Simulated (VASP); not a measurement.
Wanted: the native input for a VASP 6.6.1 run.

```yaml
Task: single point
Functional: LDA
Potentials_or_basis: VASP PAW LDA potentials, release 64 (Ti_sv, C)
Cutoff: 520 eV
k_mesh: 11 × 11 × 11
Occupations: fermi-dirac, width 0.05 eV
Spin: no spin polarisation
Dipole_correction: no
Further_INCAR_settings: ALGO = Normal; EDIFF = 1e-06; NBANDS = 15
```

The structure of TiC lies in POSCAR:

```
TiC
1.0
    0.0000000000      2.1364487848      2.1364487848
    2.1364487848      0.0000000000      2.1364487848
    2.1364487848      2.1364487848      0.0000000000
Ti C
1 1
Direct
    0.0000000000      0.0000000000      0.0000000000
    0.5000000000      0.5000000000      0.5000000000
```

The input as run:

INCAR

```
ALGO = Normal
EDIFF = 1E-6
ENCUT = 520
GGA = CA
ISIF = 2
ISMEAR = -1
LASPH = True
LCHARG = False
LREAL = False
LWAVE = False
NBANDS = 15
NELM = 100
PREC = Accurate
SIGMA = 0.05
```

KPOINTS

```
k-points
0
Gamma
  11 11 11
```

Potentials or basis: VASP PAW LDA potentials, release 64 (Ti_sv, C).

Command:

```console
$ cat potpaw_LDA.64/Ti_sv/POTCAR potpaw_LDA.64/C/POTCAR > POTCAR
$ mpirun -np 1 vasp_std > vasp.out
```

Results of the run:

- Pressure: -1.6 GPa
- Band gap on the k mesh: zero (band 8 reaches 10.37 eV, above the bottom of band 9 at 9.31 eV)

It took 11 s on 1 thread of AMD EPYC 9R45 96-Core Processor (Zen 5) (shared host), peak memory 0.11 GiB.
